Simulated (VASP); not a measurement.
The system is Ta2N.

```xyz
3
Lattice="3.1129 0.0000 0.0000 -1.5564 2.6958 0.0000 0.0000 0.0000 4.8698" Properties=species:S:1:pos:R:3 pbc="T T T"
Ta    0.0000    1.7972    1.2404
Ta    1.5564    0.8986    3.6294
N     0.0000    0.0000    0.0000
```

Base run:

| Quantity | Value |
| --- | --- |
| Program | VASP 6.6.1 |
| Functional | BLYP |
| Potentials or basis | VASP PAW PBE potentials, release 64 (Ta_sv_GW, N) |
| Cutoff | 700 eV |
| k mesh | 10 × 10 × 6 |
| Occupations | fermi-dirac, width 0.05 eV |
| Spin | no spin polarisation |

Its results: band gap on the k mesh zero (an odd number of electrons rules out a gap without spin polarisation); pressure 8.7 GPa; largest force 0.462 eV/Å.

**Question.** The run is repeated on the same cell with these changes: functional from BLYP to B3LYP; cutoff from 700 eV to 520 eV; k mesh from 10 × 10 × 6 to 5 × 5 × 3. What comes out?

**Answer.** Band gap on the k mesh zero (an odd number of electrons rules out a gap without spin polarisation); pressure 0.0 GPa; largest force 0.348 eV/Å.

Several settings changed at once.

Caveats: some runs use coarse meshes; the PAW data sets were made with another functional, which shifts forces and pressure a little; spin-orbit coupling is left out, which moves the levels of the heavy elements; the cell stands under pressure (at least some runs).
